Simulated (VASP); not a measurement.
A run of VASP 6.6.1 is set up as follows.

The input INCAR:

```
SYSTEM = Cs3NaB2
PREC     = Accurate       ! precision mode
ENCUT    = 520            ! plane-wave cutoff, eV
EDIFF    = 1E-7           ! SCF threshold, eV
ISMEAR   = 0              ! smearing method
SIGMA    = 0.1            ! smearing width, eV
LREAL    = .FALSE.        ! projectors in reciprocal space
LASPH    = .TRUE.         ! aspherical terms in the spheres
NELM     = 80             ! most SCF steps
ALGO     = Fast           ! electronic algorithm
ISIF     = 2              ! what is computed and relaxed
LWAVE    = .FALSE.        ! write WAVECAR
LCHARG   = .TRUE.         ! write CHGCAR
GGA      = PE             ! functional
LELF     = .TRUE.         ! ELF
LVHAR    = .TRUE.       
NBANDS   = 29             ! bands
```

The input KPOINTS:

```
Automatic mesh
0
G
  6 6 10
  0 0 0
```

File POSCAR:

```
Cs3NaB2
1.0
    8.9708599988      0.0000000000      0.0000000000
   -4.4854299994      7.7689926527      0.0000000000
    0.0000000000      0.0000000000      4.1276879137
Cs Na B
3 1 2
Direct
    0.5000000000      0.0000000000      0.5000000000
    0.5000000000      0.5000000000      0.5000000000
    0.0000000000      0.5000000000      0.5000000000
    0.0000000000      0.0000000000      0.0000000000
    0.3333333333      0.6666666667      0.0000000000
    0.6666666667      0.3333333333      0.0000000000
```

Potentials or basis: VASP PAW PBE potentials, release 64 (Cs_sv, Na_pv, B).

The run is started by

```sh
$ cat potpaw_PBE.64/Cs_sv/POTCAR potpaw_PBE.64/Na_pv/POTCAR potpaw_PBE.64/B/POTCAR > POTCAR
$ mpirun -np 1 vasp_std > vasp.out
```

(1) Estimate the band gap on the k mesh.

(2) What does it give for the pressure?

Answers

(1) zero (bands 20 and 21 overlap by 0.15 eV).

(2) 0.0 GPa.

Caveat: spin-orbit coupling is left out, which moves the levels of the heavy elements.
